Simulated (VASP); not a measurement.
# Sb (P1) in VASP: single point with PBEsol

Aim: the single point of Sb with PBEsol.

All numbers are computed with VASP 6.6.1; they aren't measurements. Logs are shortened: lines on timing, memory, paths and dates and some standing lists are left out, and cuts for length are marked.

### 1 The cell of the first run

The typed cell holds 4 atoms: a = 3.323 Å, b = 3.323 Å, c = 10.935 Å, α = 90.00°, β = 90.00°, γ = 120.00°.

### 2 Single point, PBEsol

Contents of INCAR:

```
SYSTEM = Sb
PREC = Accurate
ENCUT = 520
EDIFF = 1E-7
ISMEAR = 0
SIGMA = 0.15
LREAL = .False.
LASPH = .True.
NELM = 100
ALGO = Normal
ISIF = 2
LWAVE = .False.
LCHARG = .True.
GGA = PS
LELF = .True.
LVHAR = .True.
NBANDS = 18
```

Contents of KPOINTS:

```
regular mesh
0
Gamma
  12 12 4
  0 0 0
```

Contents of POSCAR:

```
Sb
1.0
    3.3225106517      0.0000000000      0.0000000000
   -1.6612553259      2.8773786287      0.0000000000
    0.0000000000      0.0000000000     10.9354826097
Sb
4
Direct
    0.3486455096      0.6732534677      0.1244005625
    0.3180211571      0.6600798656      0.6255994375
    0.6714162109      0.3399845580      0.3747126610
    0.6619171224      0.3266821087      0.8752873390
```

Potentials or basis: VASP PAW PBE potentials, release 64 (Sb).

Started as:

```sh
> cat potpaw_PBE.64/Sb/POTCAR > POTCAR
> mpirun -np 1 vasp_std > vasp.out
```

OUTCAR:

```text
SYSTEM = Sb
   PREC = Accurate
   ENCUT = 520
   EDIFF = 1E-7
   ISMEAR = 0
   LREAL = .False.
   LASPH = .True.
   NELM = 100
   ISIF = 2
   GGA = PS

 ion  position               nearest neighbor table
   1  0.349  0.673  0.124-   4 3.31   4 3.32   3 3.33   3 3.34   3 3.36   4 3.37
   2  0.318  0.660  0.626-   3 3.31   4 3.32   4 3.34   4 3.35   3 3.36   3 3.37
   3  0.671  0.340  0.375-   2 3.31   1 3.33   1 3.34   2 3.36   1 3.36   2 3.37
   4  0.662  0.327  0.875-   1 3.31   2 3.32   1 3.32   2 3.34   2 3.35   1 3.37

  LATTYP: Found a hexagonal cell.
 ALAT       =     3.3225106517
 C/A-ratio  =     3.2913310915

  Lattice vectors:

 A1 = (   3.3225106517,   0.0000000000,   0.0000000000)
 A2 = (  -1.6612553259,   2.8773786287,   0.0000000000)
 A3 = (   0.0000000000,   0.0000000000,  10.9354826097)

Analysis of symmetry for initial positions (statically):
=====================================================================
 Subroutine PRICEL returns:
 Original cell was already a primitive cell.

 Routine SETGRP: Setting up the symmetry group for a
 hexagonal supercell.

 Subroutine GETGRP returns: Found  1 space group operations
 (whereof  1 operations were pure point group operations)
 out of a pool of 24 trial point group operations.

The static configuration has the point symmetry C_1 .

Analysis of symmetry for dynamics (positions and initial velocities):
=====================================================================
 Subroutine PRICEL returns:
 Original cell was already a primitive cell.

 Routine SETGRP: Setting up the symmetry group for a
 hexagonal supercell.

 Subroutine GETGRP returns: Found  1 space group operations
 (whereof  1 operations were pure point group operations)
 out of a pool of 24 trial point group operations.

The dynamic configuration has the point symmetry C_1 .

 Subroutine INISYM returns: Found  1 space group operations
 (whereof  1 operations are pure point group operations),
 and found     1 'primitive' translations

----------------------------------------------------------------------------------------

                                     Primitive cell

  volume of cell :     104.5445

  direct lattice vectors                    reciprocal lattice vectors
     3.322510652  0.000000000  0.000000000     0.300977214  0.173769276  0.000000000
    -1.661255326  2.877378629  0.000000000     0.000000000  0.347538551  0.000000000
     0.000000000  0.000000000 10.935482610     0.000000000  0.000000000  0.091445438

  length of vectors
     3.322510652  3.322510652 10.935482610     0.347538551  0.347538551  0.091445438

  position of ions in fractional coordinates (direct lattice)
[... 88 lines left out ...]
   NFREE  =      0    steps in history (QN), initial steepest desc. (CG)
   ISIF   =      2    stress and relaxation
   ISYM   =      2    0-nonsym 1-usesym 2-fastsym
   POTIM  = 0.5000    time-step for ionic-motion
   TEBEG  =    0.0;   TEEND  =   0.0 temperature during run
   PSTRESS=    0.0 pullay stress
   NELECT =      20.0000    total number of electrons
   NUPDOWN=      -1.0000    fix difference up-down
   EMIN   =  10.00;   EMAX   =-10.00  energy-range for DOS
   EFERMI =   0.00;   METHOD = LEGACY
   ISMEAR =     0;   SIGMA  =   0.15  broadening in eV -4-tet -1-fermi 0-gaus
   EFERMI_NEDOS =   21; number of points for ismear=-14 and -15
   IALGO  =     38    algorithm
   IMIX   =      4    mixing-type and parameters
     AMIX     =   0.40;   BMIX     =  1.00
     AMIX_MAG =   1.60;   BMIX_MAG =  1.00
  volume/ion in A,a.u.               =      26.14       176.38
  Fermi-wavevector in a.u.,A,eV,Ry     =   0.943303  1.782583 12.106734  0.889820
  Thomas-Fermi vector in A             =   2.070997
   LORBIT       =      0    0 simple, 1 ext, 2 COOP (PROOUT), +10 PAW based schemes
   GGA     = PS    functional components
   LHFCALC =     F    Hartree Fock is set to
   AEXX    =    0.0000 exact exchange contribution
   IVDW    =     0    specifies the selected vdW correction
   LEPSILON=     F    determine dielectric tensor
   LRPA    =     F    only Hartree local field effects (RPA)
 non-spin polarized calculation
 Gauss-broadening in eV      SIGMA  =   0.15
  energy-cutoff  :      520.00
  volume of cell :      104.54
 maximum number of plane-waves:      2841
 NGX is ok and might be reduce to    28
   NGX = 13   NGY = 13   NGZ = 41

 number of electron      20.0000000 magnetization

 Free energy of the ion-electron system (eV)
  ---------------------------------------------------
  ext. energy  EPLUGINS =         0.00000000
  ---------------------------------------------------
  free energy    TOTEN  =       -17.39256841 eV

  energy without entropy =      -17.37012808  energy(sigma->0) =      -17.38134825

 E-fermi :   8.7904     XC(G=0): -10.4611

 val. band max:        8.7808202914   @ k =  -0.2500  -0.4167   0.0000
 cond. band min:       8.8047872930   @ k =  -0.3333  -0.0833   0.2500
 fundamental gap:      0.0239670016
 Fermi energy:         8.7904278842

 k-point     1 :       0.0000    0.0000    0.0000
  band No.  band energies     occupation
      1      -4.4050      2.00000
      2      -3.1608      2.00000
      3      -3.1605      2.00000
      4      -0.5516      2.00000
      5       2.7342      2.00000
      6       7.8609      2.00000
[... 481 lines left out ...]
      5       3.6461      2.00000
      6       7.9466      2.00000
[... 10 lines left out ...]
     17      15.8396      0.00000
     18      16.3525      0.00000

 [... further k-points ...]

------------------------ aborting loop because EDIFF is reached ----------------------------------------

  FORCE on cell =-STRESS in cart. coord.  units (eV):
  Direction    XX          YY          ZZ          XY          YZ          ZX
  --------------------------------------------------------------------------------------
  -------------------------------------------------------------------------------------
  Total       -0.0115758     -0.0076720      0.0016907     -0.0023730     -0.0036186     -0.0007891
  in kB       -0.1774025     -0.1175764      0.0259098     -0.0363667     -0.0554563     -0.0120939
  external PRESSURE =      -0.0896897 kB  Pullay stress =       0.0000000 kB

 VOLUME and BASIS-vectors are now :
 -----------------------------------------------------------------------------
  energy-cutoff  :      520.00
  volume of cell :      104.54
      direct lattice vectors                 reciprocal lattice vectors
     3.322510652  0.000000000  0.000000000     0.300977214  0.173769276  0.000000000
    -1.661255326  2.877378629  0.000000000     0.000000000  0.347538551  0.000000000
     0.000000000  0.000000000 10.935482610     0.000000000  0.000000000  0.091445438

 POSITION                                       TOTAL-FORCE (eV/Angst)
 -----------------------------------------------------------------------------------
      0.03993      1.93721      1.36038        -0.015576     -0.007638      0.019109
     -0.03993      1.89930      6.84123         0.013872      0.006372     -0.018204
      1.66599      0.97826      4.09766        -0.000848     -0.006454      0.008466
      1.65652      0.93999      9.57169         0.002552      0.007720     -0.009371
 -----------------------------------------------------------------------------------
    total drift:                                0.000030     -0.000011     -0.000001

  FREE ENERGIE OF THE ION-ELECTRON SYSTEM (eV)
  ---------------------------------------------------
  free  energy   TOTEN  =       -17.3925684141 eV

  energy  without entropy=      -17.3701280820  energy(sigma->0) =      -17.38134825
```

OSZICAR:

```text
N       E                     dE             d eps       ncg     rms          rms(c)
DAV:   1     0.861656644865E+02    0.86166E+02   -0.68552E+03 10512   0.892E+02
DAV:   2    -0.117682514967E+02   -0.97934E+02   -0.94287E+02 13900   0.151E+02
DAV:   3    -0.173619771105E+02   -0.55937E+01   -0.54952E+01 13120   0.397E+01
DAV:   4    -0.174188196812E+02   -0.56843E-01   -0.56768E-01 11812   0.453E+00
DAV:   5    -0.174194574487E+02   -0.63777E-03   -0.63775E-03 12078   0.572E-01    0.347E+00
DAV:   6    -0.174020885324E+02    0.17369E-01   -0.77742E-03 11832   0.386E-01    0.198E+00
DAV:   7    -0.173925897468E+02    0.94988E-02   -0.14207E-02 11422   0.521E-01    0.494E-02
DAV:   8    -0.173925779013E+02    0.11846E-04   -0.28382E-04 11890   0.931E-02    0.331E-02
DAV:   9    -0.173925697481E+02    0.81532E-05   -0.31402E-05 11496   0.307E-02    0.589E-03
DAV:  10    -0.173925697804E+02   -0.32252E-07   -0.23432E-06 12500   0.815E-03    0.276E-03
DAV:  11    -0.173925686495E+02    0.11308E-05   -0.11737E-07  6588   0.174E-03    0.873E-04
DAV:  12    -0.173925684367E+02    0.21288E-06   -0.25449E-08  6070   0.914E-04    0.156E-04
DAV:  13    -0.173925684141E+02    0.22519E-07   -0.42367E-09  5974   0.416E-04
   1 F= -.17392568E+02 E0= -.17381348E+02  d E =-.224403E-01
```

stdout:

```text
POSCAR found type information on POSCAR Sb
 POSCAR found :  1 types and       4 ions
 scaLAPACK will be used
 -----------------------------------------------------------------------------
|                                                                             |
|                                                                             |
|     You enforced a specific xc type in the INCAR file but a different       |
|     I HOPE YOU KNOW WHAT YOU ARE DOING!                                     |
|                                                                             |
 -----------------------------------------------------------------------------

 LDA part: xc-table for (Slater+PW92), standard interpolation
 POSCAR, INCAR and KPOINTS ok, starting setup
 FFT: planning ... GRIDC
 FFT: planning ... GRID_SOFT
 FFT: planning ... GRID
 WAVECAR not read
 entering main loop
```

It took 6.9 min on 1 thread of Intel Xeon Platinum 8375C at 2.90GHz (Ice Lake), shared host; peak memory 0.54 GiB.

What came out:

```yaml
Free_energy: -17.3926 eV
Pressure: 0.0 GPa
Largest_force: 0.026 eV/Å
Band_gap_on_the_k_mesh: zero (band 10 reaches 13.39 eV, above the bottom of band 11 at 6.04 eV)
```

Forces in eV/Å, atoms in the order of the input:
```
Sb  -0.016 -0.008  0.019
Sb   0.014  0.006 -0.018
Sb  -0.001 -0.006  0.008
Sb   0.003  0.008 -0.009
```

Caveat: the PAW data sets were made with another functional, which shifts forces and pressure a little; spin-orbit coupling is left out, which moves the levels of the heavy elements.
